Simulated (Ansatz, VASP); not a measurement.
# Ga3Sb: VASP beside Ansatz

```
Ga Sb
1.0
    -2.28567    2.28567    4.22032
     2.28567   -2.28567    4.22032
     2.28567    2.28567   -4.22032
Ga Sb
3 1
Direct
  0.75000 0.25000 0.50000
  0.25000 0.75000 0.50000
  0.50000 0.50000 0.00000
  0.00000 0.00000 0.00000
```

Alike in both runs: functional PBE; k mesh 14 × 14 × 14; occupations gaussian, width 0.1 eV; no spin polarisation.

Ansatz relaxed the structure, and its values are those at the end. VASP's run is a single point on that final structure, the one shown.

|  | VASP | Ansatz |
| --- | --- | --- |
| version | VASP 6.6.1 | Ansatz 0.2.0 |
| potentials or method | VASP PAW PBE potentials, release 64 (Ga_d, Sb), cutoff 520 eV | scalar-relativistic, plane waves, PAW |
| valence electrons in the cell | 44 | 54 |

|  | VASP | Ansatz | Ansatz less VASP |
| --- | --- | --- | --- |
| gap on the k mesh at the Fermi level (eV) | none | none | - |
| pressure (GPa) | 0.0 | 0.0 | -0.02 |

A gap of «none» marks a metal or a gap that the smearing closes. With one functional, cell and mesh, what is left measures potentials, basis and numerics. VASP's potentials hold 44 valence electrons a cell and Ansatz's 54, so a difference there can come from the potentials and not from the codes.

Neither program's run includes spin-orbit coupling.
